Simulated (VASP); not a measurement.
Input of a VASP 6.6.1 run:

Contents of INCAR:

```
SYSTEM = B9C5
ALGO = Normal
EDIFF = 1E-6
ENCUT = 520
GGA = PE
GGA_COMPAT = .FALSE.
ISIF = 2
ISMEAR = -1
ISYM = -1
LASPH = .TRUE.
LCHARG = .FALSE.
LREAL = .FALSE.
LWAVE = .FALSE.
NBANDS = 36
NELM = 120
PREC = Accurate
SIGMA = 0.3447
```

File KPOINTS:

```
explicit points
1
Reciprocal
  0.25000000   0.25000000   0.25000000 1
```

Contents of POSCAR:

```
B9C5
1.0
    4.7317320000     -0.0454910000      0.0395370000
   -0.0454910000      4.9851620000     -0.0605250000
    0.0395370000     -0.0605250000      4.8261280000
C B
5 9
Direct
   -0.3775879935      0.3591950323      0.2618138134
    0.2597073918     -0.0715211010      0.7780979150
    0.3315813774      0.0624256811      0.5414318852
    0.9283900156      0.5170955089      0.7390911409
    0.6419076816      0.6186622316      0.2031627482
    0.4169251887      0.3580076309      0.4841254606
    0.8023699215      0.8035747009     -0.0278983361
   -0.3558114010     -0.3438373533      0.5746436811
    0.1756403913      0.4223212135      0.9116663912
    0.7811527025      0.0955810693      1.1049103152
    0.1756472892      0.6113533106      0.5712667779
    1.0367490505      0.0543318896      0.8910123168
    0.3004149008      0.5126710555      0.2143591947
    0.5421245789     -0.0811945985      0.2851546245
```

Potentials or basis: VASP PAW PBE potentials, release 64 (C, B).

Command:

```sh
$ cat potpaw_PBE.64/C/POTCAR potpaw_PBE.64/B/POTCAR > POTCAR
$ mpirun -np 1 vasp_std > vasp.out
```

Problem. Estimate the pressure.

Solution. 14.5 GPa.

Problem. Estimate the largest force.

Solution. 8.497 eV/Å.

Stress tensor (GPa, compression positive):
```
 13.20   0.55  -8.81
  0.55  26.22 -17.27
 -8.81 -17.27   3.99
```

Caveat: the atoms stand as in a frame of molecular dynamics; so wide a smearing shifts energies and pressures; an odd number of electrons without spin polarisation forces a metal; a magnetic or distorted state may lie lower.
